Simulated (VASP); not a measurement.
WSe2 (CdI2 type): single point with PBE

WSe2 (CdI2 type):

```
CELL_PARAMETERS angstrom
3.29992 0.00000 0.00000
-1.64996 2.85782 0.00000
0.00000 0.00000 7.48799
ATOMIC_POSITIONS crystal
W 0.00000 0.00000 0.00000
Se 0.33333 0.66667 0.22942
Se 0.66667 0.33333 0.77058
```

```json
{
  "Program": "VASP 6.6.1",
  "Task": "single point",
  "Functional": "PBE",
  "Potentials or basis": "VASP PAW PBE potentials, release 64 (W_sv, Se)",
  "Cutoff": "520 eV",
  "k mesh": "10 × 10 × 6",
  "Occupations": "fermi-dirac, width 0.08 eV",
  "Spin": "no spin polarisation",
  "Dipole correction": "no",
  "Further INCAR settings": "ALGO = Normal; EDIFF = 1e-07; NBANDS = 20"
}
```

* Pressure: 0.2 GPa
* Largest force: 0.033 eV/Å
* Band gap on the k mesh: zero (bands 13 and 14 overlap by 0.47 eV)

Forces in eV/Å, atoms in the order of the input:
```
W    0.000  0.000  0.000
Se   0.000  0.000  0.033
Se   0.000  0.000 -0.033
```

Levels at points of the mesh, in eV from the Fermi level:
```
           k point  band 10  band 11  band 12  band 13  band 14  band 15  band 16  band 17
(0.00, 0.00, 0.00)    -2.79    -1.51    -0.68    -0.68     0.19     0.19     3.36     3.36
(0.50, 0.00, 0.00)    -3.67    -3.25    -2.19    -1.50     1.44     1.84     3.17     3.53
(0.00, 0.00, 0.50)    -3.35    -0.96    -0.68    -0.68     0.18     0.18     3.40     3.40
(0.50, 0.00, 0.50)    -3.69    -2.94    -2.33    -1.46     1.44     1.93     3.41     3.70
```

Run time: 2.7 min on 1 thread of Intel Xeon 8259CL, with other jobs on the host, peak memory 0.26 GiB.

Caveat: spin-orbit coupling is left out, which moves the levels of the heavy elements; this functional lacks dispersion, which binds layers or chains, so the pressure and a relaxed spacing across them are unreliable.
